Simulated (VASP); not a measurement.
Set up this calculation in VASP 6.6.1, as the native input.

* Task: single point
* Functional: PBEsol
* Potentials or basis: VASP PAW PBE potentials, release 64 (W_sv, S)
* Cutoff: 520 eV
* k mesh: 12 × 12 × 2
* Occupations: gaussian, width 0.05 eV
* Spin: no spin polarisation
* Dipole correction: no
* Further INCAR settings: ALGO = Normal; EDIFF = 1e-07; NBANDS = 35

The structure of WS2 lies in POSCAR:

```
WS2
1.0
    3.1180283786      0.0000000000      0.0000000000
   -1.5590141893      2.7002917856      0.0000000000
    0.0000000000      0.0000000000     12.5828033276
W S
2 4
Direct
    0.3333333333      0.6666666667      0.2500000000
    0.6666666667      0.3333333333      0.7500000000
    0.3333333333      0.6666666667      0.6396781747
    0.6666666667      0.3333333333      0.1396781747
    0.3333333333      0.6666666667      0.8603218253
    0.6666666667      0.3333333333      0.3603218253
```

This cell differs from its parent crystal: atoms shifted along a free coordinate.

These files were run (other wordings do the same):

INCAR

```
SYSTEM = WS2
PREC = Accurate
ENCUT = 520
EDIFF = 1E-7
ISMEAR = 0
SIGMA = 0.05
LREAL = .FALSE.
LASPH = .TRUE.
NELM = 80
ALGO = Normal
ISIF = 2
LWAVE = .FALSE.
LCHARG = .TRUE.
GGA = PS
LELF = .TRUE.
LVHAR = .TRUE.
NBANDS = 35
```

KPOINTS

```
regular mesh
0
G
  12 12 2
  0 0 0
```

Potentials or basis: VASP PAW PBE potentials, release 64 (W_sv, S).

The run is started by

```console
$ cat potpaw_PBE.64/W_sv/POTCAR potpaw_PBE.64/S/POTCAR > POTCAR
$ mpirun -np 1 vasp_std > vasp.out
```

It gave:

```json
{
 "Pressure": "28.2 GPa",
 "Largest force": "4.983 eV/Å"
}
```

Caveat: the cell differs from its parent crystal (atoms shifted along a free coordinate); the cell stands under pressure; the PAW data sets were made with another functional, which shifts forces and pressure a little; this functional lacks dispersion, which binds the layers, so the pressure and a relaxed spacing across them are unreliable.

Wall time 110 s on 1 thread of Intel(R) Xeon(R) Platinum 8259CL CPU @ 2.50GHz (Skylake/Cascade Lake), on a shared host, peak memory 0.28 GiB.
